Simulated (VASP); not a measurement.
# Sn (Immm) in VASP: further runs

Sn is run at these levels: PBEsol; tasks: single point.

Everything below comes from runs of VASP 6.6.1. Logs are shortened: lines on timing, memory, paths and dates and some standing lists are left out, and cuts for length are marked.

## (1) The cell of the first run

The structure is orthorhombic, space group Immm (No. 71). Conventional cell: a = 3.430 Å, b = 3.527 Å, c = 4.645 Å, α = 90.00°, β = 90.00°, γ = 90.00°. Sn (site symmetry mmm) has 12 Sn at 3.38 to 3.53 Å within 4.4 Å.

## (2) Single point, PBEsol

File INCAR:

```
PREC = Accurate
ENCUT = 520
EDIFF = 1E-6
ISMEAR = -1
SIGMA = 0.1
LREAL = F
LASPH = T
NELM = 60
ALGO = Normal
ISIF = 2
LWAVE = F
LCHARG = F
GGA = PS
NBANDS = 13
```

File KPOINTS:

```
Automatic mesh
0
Gamma
  12 12 12
```

File POSCAR:

```
Sn
1.0
   -1.7149511408      1.7636302181      2.3226479567
    1.7149511408     -1.7636302181      2.3226479567
    1.7149511408      1.7636302181     -2.3226479567
Sn
1
Direct
    0.0000000000      0.0000000000      0.0000000000
```

Potentials or basis: VASP PAW PBE potentials, release 64 (Sn_d).

Command:

```
$ cat potpaw_PBE.64/Sn_d/POTCAR > POTCAR
$ mpirun -np 1 vasp_std > vasp.out
```

OUTCAR:

```text
PREC = Accurate
   ENCUT = 520
   EDIFF = 1E-6
   ISMEAR = -1
   LREAL = F
   LASPH = T
   NELM = 60
   ISIF = 2
   GGA = PS

 ion  position               nearest neighbor table
   1  0.000  0.000  0.000-

  LATTYP: Found a body centered orthorhombic cell.
 ALAT       =     3.4299022816
 B/A-ratio  =     1.0283851103
 C/A-ratio  =     1.3543522620

  Lattice vectors:

 A1 = (  -1.7149511408,   1.7636302181,   2.3226479567)
 A2 = (   1.7149511408,  -1.7636302181,   2.3226479567)
 A3 = (   1.7149511408,   1.7636302181,  -2.3226479567)

Analysis of symmetry for initial positions (statically):
=====================================================================
 Subroutine PRICEL returns:
 Original cell was already a primitive cell.

 Routine SETGRP: Setting up the symmetry group for a
 body centered orthorhombic supercell.

 Subroutine GETGRP returns: Found  8 space group operations
 (whereof  8 operations were pure point group operations)
 out of a pool of  8 trial point group operations.

The static configuration has the point symmetry D_2h.

Analysis of symmetry for dynamics (positions and initial velocities):
=====================================================================
 Subroutine PRICEL returns:
 Original cell was already a primitive cell.

 Routine SETGRP: Setting up the symmetry group for a
 body centered orthorhombic supercell.

 Subroutine GETGRP returns: Found  8 space group operations
 (whereof  8 operations were pure point group operations)
 out of a pool of  8 trial point group operations.

The dynamic configuration has the point symmetry D_2h.

 Subroutine INISYM returns: Found  8 space group operations
 (whereof  8 operations are pure point group operations),
 and found     1 'primitive' translations

----------------------------------------------------------------------------------------

                                     Primitive cell

  volume of cell :      28.0998

  direct lattice vectors                    reciprocal lattice vectors
    -1.714951141  1.763630218  2.322647957     0.000000000  0.283506143  0.215271539
     1.714951141 -1.763630218  2.322647957     0.291553496  0.000000000  0.215271539
     1.714951141  1.763630218 -2.322647957     0.291553496  0.283506143  0.000000000

  length of vectors
     3.383214816  3.383214816  3.383214816     0.355974112  0.362415889  0.406668383

  position of ions in fractional coordinates (direct lattice)
     0.000000000  0.000000000  0.000000000

  ion indices of the primitive-cell ions
   primitive index   ion index
                 1           1

----------------------------------------------------------------------------------------

 KPOINTS: Automatic mesh

Automatic generation of k-mesh.
 Grid dimensions read from file:
 generate k-points for:   12   12   12

 Generating k-lattice:

  Cartesian coordinates                     Fractional coordinates (reciprocal lattice)
     0.000000000  0.023625512  0.017939295     0.083333333 -0.000000000  0.000000000
     0.024296125  0.000000000  0.017939295    -0.000000000  0.083333333  0.000000000
     0.024296125  0.023625512  0.000000000    -0.000000000  0.000000000  0.083333333

  Length of vectors
     0.029664509  0.030201324  0.033889032

  Shift w.r.t. Gamma in fractional coordinates (k-lattice)
     0.000000000  0.000000000  0.000000000

 Subroutine IBZKPT returns following result:
 ===========================================

 Found    280 irreducible k-points:

 Following reciprocal coordinates:
            Coordinates               Weight
  0.000000  0.000000  0.000000      1.000000
  0.083333  0.000000 -0.000000      4.000000
  0.166667 -0.000000  0.000000      4.000000
  0.250000  0.000000 -0.000000      4.000000
  0.333333  0.000000  0.000000      4.000000
  0.416667  0.000000 -0.000000      4.000000
[... 16 lines left out ...]
  0.250000  0.166667  0.000000      8.000000
  0.333333  0.166667 -0.000000      8.000000
 [... further k-points ...]
   k-points           NKPTS =    280   k-points in BZ     NKDIM =    280   number of bands    NBANDS=     13
   number of dos      NEDOS =    301   number of ions     NIONS =      1
   total plane-waves  NPLWV =  21952
   dimension x,y,z NGX =    28 NGY =   28 NGZ =   28
   dimension x,y,z NGXF=    56 NGYF=   56 NGZF=   56
   ions per type =               1
   NGX,Y,Z   is equivalent  to a cutoff of  13.76, 13.76, 13.76 a.u.
   NGXF,Y,Z  is equivalent  to a cutoff of  27.52, 27.52, 27.52 a.u.
 SYSTEM =  unknown system
   PREC   = accura    normal or accurate (medium, high low for compatibility)
   ISTART =      0    job   : 0-new  1-cont  2-samecut
   ICHARG =      2    charge: 1-file 2-atom 10-const
   ISPIN  =      1    spin polarized calculation?
   LNONCOLLINEAR =      F non collinear calculations
   LSORBIT =      F    spin-orbit coupling
   LASPH  =      T    aspherical Exc in radial PAW
   ENCUT  =  520.0 eV  38.22 Ry    6.18 a.u.   6.29  6.29  6.29*2*pi/ulx,y,z
   NELM   =     60;   NELMIN=  2; NELMDL= -5     # of ELM steps
   EDIFF  = 0.1E-05   stopping-criterion for ELM
   LREAL  =      F    real-space projection
   EDIFFG = 0.1E-04   stopping-criterion for IOM
   NSW    =      0    number of steps for IOM
   IBRION =     -1    ionic relax: 0-MD 1-quasi-New 2-CG
   NFREE  =      0    steps in history (QN), initial steepest desc. (CG)
   ISIF   =      2    stress and relaxation
   ISYM   =      2    0-nonsym 1-usesym 2-fastsym
   POTIM  = 0.5000    time-step for ionic-motion
   TEBEG  =    0.0;   TEEND  =   0.0 temperature during run
   PSTRESS=    0.0 pullay stress
   NELECT =      14.0000    total number of electrons
   NUPDOWN=      -1.0000    fix difference up-down
   EMIN   =  10.00;   EMAX   =-10.00  energy-range for DOS
   EFERMI =   0.00;   METHOD = LEGACY
   ISMEAR =    -1;   SIGMA  =   0.10  broadening in eV -4-tet -1-fermi 0-gaus
   EFERMI_NEDOS =   21; number of points for ismear=-14 and -15
   IALGO  =     38    algorithm
   IMIX   =      4    mixing-type and parameters
     AMIX     =   0.40;   BMIX     =  1.00
     AMIX_MAG =   1.60;   BMIX_MAG =  1.00
  volume/ion in A,a.u.               =      28.10       189.63
  Fermi-wavevector in a.u.,A,eV,Ry     =   1.297826  2.452536 22.917021  1.684354
  Thomas-Fermi vector in A             =   2.429194
   LORBIT       =      0    0 simple, 1 ext, 2 COOP (PROOUT), +10 PAW based schemes
   GGA     = PS    functional components
   LHFCALC =     F    Hartree Fock is set to
   AEXX    =    0.0000 exact exchange contribution
   IVDW    =     0    specifies the selected vdW correction
   LEPSILON=     F    determine dielectric tensor
   LRPA    =     F    only Hartree local field effects (RPA)
 non-spin polarized calculation
  energy-cutoff  :      520.00
  volume of cell :       28.10
 maximum number of plane-waves:       773
 NGX is ok and might be reduce to    28
   NGX = 13   NGY = 13   NGZ = 13

 number of electron      13.9999999 magnetization

 Free energy of the ion-electron system (eV)
  ---------------------------------------------------
  ext. energy  EPLUGINS =         0.00000000
  ---------------------------------------------------
  free energy    TOTEN  =        -4.22152802 eV

  energy without entropy =       -4.19982507  energy(sigma->0) =       -4.21067655

 E-fermi :   7.5858     XC(G=0): -10.3470

 val. band max:        7.5821294954   @ k =   0.2500   0.0833  -0.0000
 cond. band min:       7.6008740351   @ k =   0.4167  -0.4167   0.1667
 fundamental gap:      0.0187445397
 Fermi energy:         7.5858140793

 k-point     1 :       0.0000    0.0000    0.0000
  band No.  band energies     occupation
      1     -13.8730      2.00000
      2     -13.8580      2.00000
      3     -13.8344      2.00000
      4     -13.8024      2.00000
      5     -13.7674      2.00000
      6      -3.3303      2.00000
      7      14.7565      0.00000
      8      14.8989      0.00000
      9      15.3198      0.00000
     10      18.2381      0.00000
     11      18.8411      0.00000
     12      19.3486      0.00000
     13      19.5178      0.00000

 k-point     2 :       0.0833    0.0000   -0.0000
  band No.  band energies     occupation
      1     -13.8695      2.00000
      2     -13.8529      2.00000
      3     -13.8333      2.00000
      4     -13.8010      2.00000
      5     -13.7681      2.00000
      6      -3.1939      2.00000
      7      13.3650      0.00000
      8      14.7199      0.00000
      9      15.0489      0.00000
     10      17.6767      0.00000
     11      19.3958      0.00000
     12      19.8812      0.00000
     13      20.7977      0.00000

 k-point     3 :       0.1667   -0.0000    0.0000
  band No.  band energies     occupation
      1     -13.8621      2.00000
      2     -13.8448      2.00000
      3     -13.8310      2.00000
      4     -13.7912      2.00000
      5     -13.7678      2.00000
      6      -2.7846      2.00000
      7      10.8551      0.00000
      8      14.4346      0.00000
      9      14.4646      0.00000
     10      17.3527      0.00000
     11      19.8823      0.00000
     12      19.9854      0.00000
     13      20.7326      0.00000

 k-point     4 :       0.2500    0.0000   -0.0000
  band No.  band energies     occupation
      1     -13.8563      2.00000
      2     -13.8448      2.00000
      3     -13.8304      2.00000
      4     -13.7666      2.00000
      5     -13.7607      2.00000
      6      -2.1047      2.00000
      7       8.3502      0.00096
      8      13.8556      0.00000
      9      14.1320      0.00000
     10      17.1822      0.00000
     11      19.1607      0.00000
     12      19.2047      0.00000
     13      20.8627      0.00000

 k-point     5 :       0.3333    0.0000    0.0000
  band No.  band energies     occupation
      1     -13.8544      2.00000
      2     -13.8501      2.00000
      3     -13.8335      2.00000
      4     -13.7468      2.00000
      5     -13.7366      2.00000
      6      -1.1691      2.00000
      7       6.0606      2.00000
      8      13.3599      0.00000
      9      13.8918      0.00000
     10      17.1652      0.00000
     11      18.4530      0.00000
     12      18.4652      0.00000
     13      19.9104      0.00000
[... 257 lines left out ...]
 k-point    22 :       0.1667    0.1667   -0.0000
  band No.  band energies     occupation
      1     -13.8516      2.00000
      2     -13.8423      2.00000
      3     -13.8078      2.00000
      4     -13.7902      2.00000
      5     -13.7503      2.00000
      6      -1.8192      2.00000
      7       9.1651      0.00000
      8      10.2432      0.00000
      9      14.5830      0.00000
     10      18.1805      0.00000
     11      18.6704      0.00000
     12      19.9156      0.00000
     13      20.4013      0.00000

 k-point    23 :       0.2500    0.1667    0.0000
  band No.  band energies     occupation
      1     -13.8474      2.00000
      2     -13.8429      2.00000
      3     -13.8074      2.00000
      4     -13.7756      2.00000
      5     -13.7355      2.00000
      6      -0.9551      2.00000
      7       7.0599      1.98965
      8       9.6702      0.00000
      9      13.8941      0.00000
     10      17.2622      0.00000
     11      19.2943      0.00000
     12      19.8607      0.00000
     13      20.9832      0.00000

 k-point    24 :       0.3333    0.1667   -0.0000
  band No.  band energies     occupation
      1     -13.8548      2.00000
      2     -13.8346      2.00000
      3     -13.8116      2.00000
      4     -13.7520      2.00000
      5     -13.7291      2.00000
      6       0.1140      2.00000
      7       5.0726      2.00000
      8       9.5316      0.00000
      9      13.1383      0.00000
     10      16.3754      0.00000
     11      19.4298      0.00000
     12      20.2814      0.00000
     13      22.3228      0.00000

 [... further k-points ...]

------------------------ aborting loop because EDIFF is reached ----------------------------------------

  FORCE on cell =-STRESS in cart. coord.  units (eV):
  Direction    XX          YY          ZZ          XY          YZ          ZX
  --------------------------------------------------------------------------------------
  -------------------------------------------------------------------------------------
  Total       -0.4356927     -0.5554529     -0.5337089      0.0000000      0.0000000      0.0000000
  in kB      -24.8420920    -31.6705193    -30.4307307      0.0000000      0.0000000      0.0000000
  external PRESSURE =     -28.9811140 kB  Pullay stress =       0.0000000 kB

 VOLUME and BASIS-vectors are now :
 -----------------------------------------------------------------------------
  energy-cutoff  :      520.00
  volume of cell :       28.10
      direct lattice vectors                 reciprocal lattice vectors
    -1.714951141  1.763630218  2.322647957     0.000000000  0.283506143  0.215271539
     1.714951141 -1.763630218  2.322647957     0.291553496  0.000000000  0.215271539
     1.714951141  1.763630218 -2.322647957     0.291553496  0.283506143  0.000000000

 POSITION                                       TOTAL-FORCE (eV/Angst)
 -----------------------------------------------------------------------------------
      0.00000      0.00000      0.00000        -0.000000      0.000000     -0.000000
 -----------------------------------------------------------------------------------
    total drift:                               -0.000000     -0.000000     -0.000000

  FREE ENERGIE OF THE ION-ELECTRON SYSTEM (eV)
  ---------------------------------------------------
  free  energy   TOTEN  =        -4.2215280224 eV

  energy  without entropy=       -4.1998250697  energy(sigma->0) =       -4.21067655
```

Wall time 2.2 min (1 thread of Intel Xeon 8259CL, shared host); peak memory 0.23 GiB.

What came out:

```yaml
Free_energy: -4.2215 eV
Pressure: -2.9 GPa
Band_gap_on_the_k_mesh: zero (bands 7 and 8 overlap by 9.14 eV)
```

Stress tensor (GPa, compression positive):
```
-2.48  0.00  0.00
 0.00 -3.17  0.00
 0.00  0.00 -3.04
```

Caveat: the PAW data sets were made with another functional, which shifts forces and pressure a little; spin-orbit coupling is left out, which moves the levels of the heavy elements.

[end of part 1 of 2]
